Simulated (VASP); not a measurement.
A run of VASP 6.6.1 is set up as follows.

Contents of INCAR:

```
ALGO = Normal
EDIFF = 1E-6
ENCUT = 520
GGA = PS
ISIF = 2
ISMEAR = 0
LASPH = True
LCHARG = False
LREAL = False
LWAVE = False
NBANDS = 17
NELM = 100
PREC = Accurate
SIGMA = 0.15
```

KPOINTS

```
k-points
0
Gamma
  16 16 8
```

Contents of POSCAR:

```
Ca
1.0
    1.9394756600     -3.3407146309      0.0000000000
    1.9394756600      3.3407146309      0.0000000000
    0.0000000000      0.0000000000      6.7243130902
Ca
2
Direct
    0.8355866000      0.1644134000      0.2500000000
    0.1644134000      0.8355866000      0.7500000000
```

Potentials or basis: VASP PAW PBE potentials, release 64 (Ca_sv).

Launch:

```console
$ cat potpaw_PBE.64/Ca_sv/POTCAR > POTCAR
$ mpirun -np 1 vasp_std > vasp.out
```

(1) Predict the largest force.

(2) Estimate the band gap on the k mesh.

(3) Predict the pressure.

Answers

(1) 0.013 eV/Å.

(2) zero (band 10 reaches 2.05 eV, above the bottom of band 11 at 1.36 eV).

(3) -1.1 GPa.

Caveat: the PAW data sets were made with another functional, which shifts forces and pressure a little.
